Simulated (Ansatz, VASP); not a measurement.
One calculation of MgO2, two programs

The input POSCAR:

```
MgO2
1.0
    1.6047610160      0.9265092046      3.6337380299
   -1.6047610160      0.9265092046      3.6337380299
    0.0000000000     -1.8530184092      3.6337380299
Mg O
1 2
Direct
    0.0000000000      0.0000000000      0.0000000000
    0.4287860000      0.4287860000      0.4287860000
    0.5712140000      0.5712140000      0.5712140000
```

File INCAR.step1:

```
SYSTEM = MgO2
PREC = Accurate
ENCUT = 520
ISMEAR = 0
SIGMA = 0.05
LREAL = .FALSE.
LASPH = .TRUE.
NELM = 100
NBANDS = 14
GGA = PE
ALGO = Normal
EDIFF = 1E-4
LWAVE = .TRUE.
LCHARG = .FALSE.
```

INCAR.step2

```
SYSTEM = MgO2
PREC = Accurate
ENCUT = 520
EDIFF = 1E-6
ISMEAR = 0
SIGMA = 0.05
LREAL = .FALSE.
LASPH = .TRUE.
NELM = 100
ALGO = Normal
ISIF = 2
LWAVE = .FALSE.
LCHARG = .FALSE.
METAGGA = R2SCAN
LMIXTAU = .TRUE.
NBANDS = 14
ISTART = 1
```

Contents of KPOINTS:

```
Automatic mesh
0
G
  12 12 12
  0 0 0
```

Input for Ansatz:

```yaml
crystal:
  lattice:
    - [1.604761016, 0.9265092046, 3.6337380299]
    - [-1.604761016, 0.9265092046, 3.6337380299]
    - [0.0, -1.8530184092, 3.6337380299]
  atoms:
    - { symbol: Mg, position: [0.0, 0.0, 0.0] }
    - { symbol: O, position: [0.428786, 0.428786, 0.428786] }
    - { symbol: O, position: [0.571214, 0.571214, 0.571214] }
basis:
  ecutwfc: 500
kpoints:
  mp_grid: { grid: [12, 12, 12] }
hamiltonian:
  xc: r2scan
scf:
  occupations: { method: gaussian, width: 0.05 }
output:
  forces: true
  stress: true
  eigenvalues: true
  write_density: true
  write_potential: true
  elf: true
  volumetric_format: npy
```

Change from the starting cell: strain +0.000 along x and y, +0.040 along z, atoms carried along.

Alike in both runs: task single point; functional r2SCAN; k mesh 12 × 12 × 12; occupations gaussian, width 0.05 eV; no spin polarisation.

```csv
,VASP,Ansatz
version,VASP 6.6.1,Ansatz 0.2.0
potentials or method,"VASP PAW PBE potentials, release 64 (Mg, O), cutoff 520 eV","scalar-relativistic, plane waves, PAW"
valence electrons in the cell,14,22
```

|  | VASP | Ansatz | Ansatz less VASP |
| --- | --- | --- | --- |
| gap on the k mesh at the Fermi level (eV) | 2.13 | 2.16 | +0.025 |
| least direct gap on the mesh (eV) | 2.13 | 2.16 | +0.025 |
| pressure (GPa) | -12.0 | -11.5 | +0.51 |
| traceless stress, the component that is largest in VASP (GPa) | -11.56 | -12.54 | -0.983 |
| rms of the force components (eV/Å) | 0.392 | 0.480 | +0.0879 |

VASP's potentials were made for PBE, not for r2SCAN. Atom by atom the forces differ by 0.088 eV/Å (rms over components). VASP's potentials hold 14 valence electrons a cell and Ansatz's 22, so a difference there can come from the potentials and not from the codes.
